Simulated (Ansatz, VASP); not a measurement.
**One calculation of LiH, two programs**

The input INCAR:

```
PREC     = Accurate       # precision mode
ENCUT    = 520            # plane-wave cutoff, eV
EDIFF    = 1E-7           # SCF threshold, eV
ISMEAR   = 0              # smearing method
SIGMA    = 0.05           # smearing width, eV
LREAL    = False          # projectors in reciprocal space
LASPH    = True           # aspherical terms in the spheres
NELM     = 60             # most SCF steps
ALGO     = Normal         # electronic algorithm
ISIF     = 2              # what is computed and relaxed
LWAVE    = False          # write WAVECAR
LCHARG   = True           # write CHGCAR
LELF     = True           # ELF
LVHAR    = True         
NBANDS   = 9              # bands
```

Contents of KPOINTS:

```
regular mesh
0
Gamma
  10 10 10
```

Contents of POSCAR:

```
LiH
1.0
    0.0000000000      1.9512000000      2.0325000000
    1.9512000000      0.0000000000      2.0325000000
    1.9512000000      1.9512000000      0.0000000000
Li H
1 1
Direct
    0.0000000000      0.0000000000      0.0000000000
    0.5000000000      0.5000000000      0.5000000000
```

Input for Ansatz:

```yaml
crystal:
  lattice:
    - [0.0, 1.9512, 2.0325]
    - [1.9512, 0.0, 2.0325]
    - [1.9512, 1.9512, 0.0]
  atoms:
    - { symbol: Li, position: [0.0, 0.0, 0.0] }
    - { symbol: H, position: [0.5, 0.5, 0.5] }
basis:
  ecutwfc: 420
kpoints:
  mp_grid: { grid: [10, 10, 10] }
hamiltonian:
  xc: lda
scf:
  occupations: { method: gaussian, width: 0.05 }
output:
  forces: true
  stress: true
  eigenvalues: true
```

Change from the starting cell: strain -0.040 along x and y, +0.000 along z, atoms carried along.

Alike in both runs: task single point; functional LDA; k mesh 10 × 10 × 10; occupations gaussian, width 0.05 eV; no spin polarisation.

|  | VASP | Ansatz |
| --- | --- | --- |
| version | VASP 6.6.1 | Ansatz 0.2.0 |
| potentials or method | VASP PAW LDA potentials, release 64 (Li_sv, H), cutoff 520 eV | scalar-relativistic, plane waves, PAW |
| valence electrons in the cell | 4 | 4 |

Ansatz gave:

```
gap on the k mesh at the Fermi level (eV) : 2.11
least direct gap on the mesh (eV)         : 2.44
```

What did VASP give for the same quantities?

gap on the k mesh at the Fermi level (eV): 2.10; least direct gap on the mesh (eV): 2.43.

LDA's correlation is that of Perdew and Zunger in VASP and of Perdew and Wang (1992) in Ansatz.

Noted on VASP's run: the cutoff is short for stress, so the pressure is rough.
